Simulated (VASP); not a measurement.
A run of VASP 6.6.1:

Contents of INCAR:

```
SYSTEM = Al
PREC     = Accurate       ! precision mode
ENCUT    = 600            ! plane-wave cutoff, eV
EDIFF    = 1E-6           ! SCF threshold, eV
ISMEAR   = -1             ! smearing method
SIGMA    = 0.05           ! smearing width, eV
LREAL    = .FALSE.        ! projectors in reciprocal space
LASPH    = .TRUE.         ! aspherical terms in the spheres
NELM     = 100            ! most SCF steps
ALGO     = Normal         ! electronic algorithm
ISIF     = 3              ! what is computed and relaxed
LWAVE    = .FALSE.        ! write WAVECAR
LCHARG   = .FALSE.        ! write CHGCAR
GGA      = RE             ! functional
IVDW     = 12             ! dispersion correction
IBRION   = 2              ! ionic algorithm
NSW      = 60             ! ionic steps
EDIFFG   = -0.01          ! ionic threshold
```

Contents of KPOINTS:

```
Automatic mesh
0
G
  11 11 11
  0 0 0
```

The input POSCAR:

```
Al
1.0
    0.0000000000      2.0248050000      2.0248050000
    2.0248050000      0.0000000000      2.0248050000
    2.0248050000      2.0248050000      0.0000000000
Al
1
Direct
    0.0000000000      0.0000000000      0.0000000000
```

Potentials or basis: VASP PAW PBE potentials, release 64 (Al).

Command:

```console
$ cat potpaw_PBE.64/Al/POTCAR > POTCAR
$ mpirun -np 1 vasp_std > vasp.out
```

Hardware: 1 thread of Intel(R) Xeon(R) 6975P-C (Granite Rapids) (shared host).

Q: Estimate the wall time of this run.

A: Wall time 3.2 s on 1 thread of Intel(R) Xeon(R) 6975P-C (Granite Rapids), on a shared host, peak memory 0.14 GiB. Counts: scf iterations 20, k points 56, ion steps 3.
